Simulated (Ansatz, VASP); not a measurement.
One calculation of Ir, two programs

File INCAR:

```
PREC     = Accurate       # precision mode
ENCUT    = 520            # plane-wave cutoff, eV
EDIFF    = 1E-6           # SCF threshold, eV
ISMEAR   = 0              # smearing method
SIGMA    = 0.15           # smearing width, eV
LREAL    = False          # projectors in reciprocal space
LASPH    = True           # aspherical terms in the spheres
NELM     = 100            # most SCF steps
ALGO     = Fast           # electronic algorithm
ISIF     = 2              # what is computed and relaxed
LWAVE    = False          # write WAVECAR
LCHARG   = False          # write CHGCAR
GGA      = PE             # functional
NBANDS   = 10             # bands
```

File KPOINTS:

```
Automatic mesh
0
Gamma
  22 22 22
```

File POSCAR:

```
Ir
1.0
    0.0000000000      2.0156850000      1.8237150000
    2.0156850000      0.0000000000      1.8237150000
    2.0156850000      2.0156850000      0.0000000000
Ir
1
Direct
    0.0000000000      0.0000000000      0.0000000000
```

Input for Ansatz:

```yaml
crystal:
  lattice:
    - [0.0, 2.015685, 1.823715]
    - [2.015685, 0.0, 1.823715]
    - [2.015685, 2.015685, 0.0]
  atoms:
    - { symbol: Ir, position: [0.0, 0.0, 0.0] }
basis:
  ecutwfc: 420
kpoints:
  mp_grid: { grid: [22, 22, 22] }
hamiltonian:
  xc: pbe
scf:
  occupations: { method: gaussian, width: 0.15 }
output:
  forces: true
  stress: true
  eigenvalues: true
```

Change from the starting cell: strain +0.050 along x and y, -0.050 along z, atoms carried along.

Alike in both runs: task single point; functional PBE; k mesh 22 × 22 × 22; occupations gaussian, width 0.15 eV; no spin polarisation.

|  | VASP | Ansatz |
| --- | --- | --- |
| version | VASP 6.6.1 | Ansatz 0.2.0 |
| potentials or method | VASP PAW PBE potentials, release 64 (Ir), cutoff 520 eV | scalar-relativistic, plane waves, PAW |
| valence electrons in the cell | 9 | 17 |

```tsv
	VASP	Ansatz	Ansatz less VASP
gap on the k mesh at the Fermi level (eV)	none	none	-
pressure (GPa)	-5.0	-5.2	-0.18
traceless stress, the component that is largest in VASP (GPa)	19.80	19.93	+0.130
```

A gap of «none» marks a metal or a gap that the smearing closes. VASP's potentials hold 9 valence electrons a cell and Ansatz's 17, so a difference there can come from the potentials and not from the codes.

Spin-orbit coupling is off throughout.
